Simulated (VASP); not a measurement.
Runs of VASP 6.6.1 on Ir. The structure is that of space group Fm-3m (No. 225), or close to it. The cells are those of the table. 

```csv
potentials or basis,spin,cell,k mesh,cutoff (eV),smearing,gap on the mesh (eV),pressure (GPa),moment (μB)
"VASP PAW PBE potentials, release 64 (Ir)",collinear,"a = 2.790 Å, angles 60.0°, 1 atom",23 × 23 × 23,520,fermi-dirac 0.05 eV,none,(b),0.00
"VASP PAW PBE potentials, release 64 (Ir_sv_GW)",off,"a = 2.719 Å, angles 60.0°, 1 atom",14 × 14 × 14,550,methfessel-paxton 0.03 eV,none,(a),-
"VASP PAW PBE potentials, release 64 (Ir)",collinear,"a = 2.755 Å, angles 60.0°, 1 atom",23 × 23 × 23,520,fermi-dirac 0.05 eV,none,-11.6,0.00
"VASP PAW PBE potentials, release 64 (Ir_sv_GW)",off,"a = 2.719 Å, angles 60.0°, 1 atom",14 × 14 × 14,550,gaussian 1 eV,none,2.1,-
"VASP PAW PBE potentials, release 64 (Ir_sv_GW)",off,"a = 2.719 Å, angles 60.0°, 1 atom",14 × 14 × 14,620,methfessel-paxton 0.2 eV,none,-1.2,-
"VASP PAW PBE potentials, release 64 (Ir)",collinear,"a = 2.719 Å, angles 60.0°, 1 atom",23 × 23 × 23,520,fermi-dirac 0.05 eV,none,2.2,0.00
```

Alike in all rows: task single point; level r2SCAN.

Q: Fill in the values left out.

A: (a) -2.4; (b) -22.4.

Caveats: the PAW data sets were made with another functional, which shifts forces and pressure a little; spin-orbit coupling is left out, which moves the levels of the heavy elements; the cell stands under tension (at least some runs); so wide a smearing shifts energies and pressures (at least some runs).

A k mesh can miss the band edges, and the runs leave out spin-orbit coupling on Ir.

A gap of «none» marks levels without a gap at the run's occupations.

The runs don't all hold the same shells in valence.
